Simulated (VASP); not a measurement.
HfN, 2 atoms in the cell. It takes space group I4mm (No. 107, tetragonal). Conventional cell: a = 3.190 Å, b = 3.190 Å, c = 4.512 Å, α = 90.00°, β = 90.00°, γ = 90.00°. Within 2.7 Å of Hf (site symmetry 4mm) lie 6 N at 2.03 to 2.48 Å. N (site symmetry 4mm) has 6 Hf at 2.03 to 2.48 Å within 2.7 Å. 

```yaml
Program: VASP 6.6.1
Task: single point
Functional: LDA
Potentials_or_basis: VASP PAW LDA potentials, release 64 (Hf_pv, N)
Cutoff: 520 eV
k_mesh: 9 × 9 × 9
Occupations: methfessel-paxton, width 0.01 eV
Spin: no spin polarisation
Dipole_correction: no
Further_INCAR_settings: ALGO = Normal; EDIFF = 1e-07; NBANDS = 14
```

Potentials or basis: VASP PAW LDA potentials, release 64 (Hf_pv, N).

Command:

```bash
$ cat potpaw_LDA.64/Hf_pv/POTCAR potpaw_LDA.64/N/POTCAR > POTCAR
$ mpirun -np 1 vasp_std > vasp.out
```

Hardware: 1 thread of AMD EPYC 7R13 Processor (Zen 3), with other jobs on the host.

Q: How long does it take, and how much memory?

A: Wall time 16 s on 1 thread of AMD EPYC 7R13 Processor (Zen 3) (shared host), peak memory 0.11 GiB. Counts: scf iterations 13, k points 75.
